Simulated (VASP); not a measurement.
# K2S: vibrations by perturbation theory with PBEsol

Crystal: K2S.

```
CELL_PARAMETERS angstrom
3.66791 3.66791 0.00000
-3.66791 3.66791 0.00000
0.00000 3.66791 3.66791
ATOMIC_POSITIONS crystal
K 0.25000 0.75000 0.50000
K 0.75000 0.25000 0.50000
S 0.00000 0.00000 0.00000
```

```json
{
  "Program": "VASP 6.6.1",
  "Task": "vibrations by perturbation theory",
  "Functional": "PBEsol",
  "Potentials or basis": "VASP PAW PBE potentials, release 64 (K_sv, S)",
  "Cutoff": "500 eV",
  "k mesh": "6 × 6 × 6",
  "Occupations": "gaussian, width 0.01 eV",
  "Spin": "no spin polarisation",
  "Dipole correction": "no",
  "Further INCAR settings": "ALGO = Normal; EDIFF = 1e-08; NBANDS = 19; IBRION = 8; NSW = 1"
}
```

```json
{
  "Highest phonon frequency at Γ, LO-TO splitting left out": "167 cm⁻¹"
}
```

Phonon frequencies in cm⁻¹ (negative: imaginary):
| q point | frequencies |
| --- | --- |
| (0.000, 0.000, 0.000) | 0 0 0 128 128 128 167 167 167 |

Run time: 2.6 min on 1 thread of Intel(R) Xeon(R) 6975P-C (Granite Rapids), on a shared host, peak memory 0.4 GiB.
